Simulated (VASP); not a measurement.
Wanted: the native input for a VASP 6.6.1 run.

```yaml
Task: single point
Functional: PBEsol
Potentials_or_basis: VASP PAW PBE potentials, release 64 (Co, Si)
Cutoff: 520 eV
k_mesh: 16 × 16 × 16
Occupations: gaussian, width 0.15 eV
Spin: no spin polarisation
Dipole_correction: no
Further_INCAR_settings: ALGO = Normal; EDIFF = 1e-06; NBANDS = 16
```

The structure of CoSi2 lies in POSCAR:

```
CoSi2
1.0
    0.0000000000      2.6562539720      2.6562539720
    2.6562539720      0.0000000000      2.6562539720
    2.6562539720      2.6562539720      0.0000000000
Co Si
1 2
Direct
    0.0000000000      0.0000000000      0.0000000000
    0.2735293766      0.2264706234      0.2735293766
    0.7735293766      0.7264706234      0.7735293766
```

This cell differs from its parent crystal: all Si atoms moved +0.125 Å, as atom 2 along Cartesian [0 1 0].

One way to write it, as run:

INCAR

```
SYSTEM = CoSi2
PREC = Accurate
ENCUT = 520
EDIFF = 1E-6
ISMEAR = 0
SIGMA = 0.15
LREAL = .FALSE.
LASPH = .TRUE.
NELM = 100
ALGO = Normal
ISIF = 2
LWAVE = .FALSE.
LCHARG = .FALSE.
GGA = PS
NBANDS = 16
```

KPOINTS

```
regular mesh
0
G
  16 16 16
  0 0 0
```

Potentials or basis: VASP PAW PBE potentials, release 64 (Co, Si).

The run is started by

```bash
$ cat potpaw_PBE.64/Co/POTCAR potpaw_PBE.64/Si/POTCAR > POTCAR
$ mpirun -np 1 vasp_std > vasp.out
```

It gave:

The pressure is 1.4 GPa, the largest force is 1.577 eV/Å and the band gap on the k mesh is zero (an odd number of electrons rules out a gap without spin polarisation).

Caveat: the cell differs from its parent crystal (all Si atoms moved +0.125 Å, as atom 2 along Cartesian [0 1 0]); the PAW data sets were made with another functional, which shifts forces and pressure a little; the run has no spin polarisation, though such a crystal can be magnetic.

It took 4.3 min on 1 thread of Intel Xeon 8259CL, on a shared host, peak memory 0.32 GiB.
